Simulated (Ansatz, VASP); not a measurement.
# One calculation of BaScO2F, two programs

Contents of INCAR:

```
SYSTEM = BaScO2F
PREC = Accurate ; ENCUT = 910
EDIFF = 1E-6 ; ISMEAR = 0
SIGMA = 0.05 ; LREAL = .FALSE.
LASPH = .TRUE. ; NELM = 120
ALGO = Normal ; ISIF = 2
LWAVE = .FALSE. ; LCHARG = .FALSE.
NBANDS = 28 ; GGA_COMPAT = .FALSE.
```

Contents of KPOINTS:

```
Automatic mesh
0
G
  6 6 6
  0 0 0
```

File POSCAR:

```
BaScO2F
1.0
    4.2069470000      0.0000000000      0.0000000000
    0.0000000000      4.2069470000      0.0000000000
    0.0000000000      0.0000000000      4.2114130000
Ba Sc O F
1 1 2 1
Direct
    0.5000000000      0.5000000000      0.5000000000
    0.0000000000      0.0000000000      0.0000000000
    0.5000000000      0.0000000000      0.0000000000
    0.0000000000      0.5000000000      0.0000000000
    0.0000000000      0.0000000000      0.5000000000
```

Input for Ansatz:

```yaml
crystal:
  lattice:
    - [4.206947, 0.0, 0.0]
    - [0.0, 4.206947, 0.0]
    - [0.0, 0.0, 4.211413]
  atoms:
    - { symbol: Ba, position: [0.5, 0.5, 0.5] }
    - { symbol: Sc, position: [0.0, 0.0, 0.0] }
    - { symbol: O, position: [0.5, 0.0, 0.0] }
    - { symbol: O, position: [0.0, 0.5, 0.0] }
    - { symbol: F, position: [0.0, 0.0, 0.5] }
basis:
  ecutwfc: 420
kpoints:
  mp_grid: { grid: [6, 6, 6] }
hamiltonian:
  xc: lda
scf:
  occupations: { method: gaussian, width: 0.05 }
output:
  forces: true
  stress: true
  eigenvalues: true
```

Alike in both runs: task single point; functional LDA; k mesh 6 × 6 × 6; occupations gaussian, width 0.05 eV; no spin polarisation.

```csv
,VASP,Ansatz
version,VASP 6.6.1,Ansatz 0.2.0
potentials or method,"VASP PAW LDA potentials, release 64 (Ba_sv, Sc_sv, O_h, F_h), cutoff 910 eV","scalar-relativistic, plane waves, PAW"
valence electrons in the cell,40,40
```

VASP gave:

| Item | Value |
| --- | --- |
| gap on the k mesh at the Fermi level (eV) | 2.87 |
| least direct gap on the mesh (eV) | 3.25 |

Which values does Ansatz return?

gap on the k mesh at the Fermi level (eV): 2.94; least direct gap on the mesh (eV): 3.31.

LDA's correlation is that of Perdew and Zunger in VASP and of Perdew and Wang (1992) in Ansatz.

Spin-orbit coupling is off throughout. Noted on VASP's run: the cutoff is short for stress, so the pressure is rough.
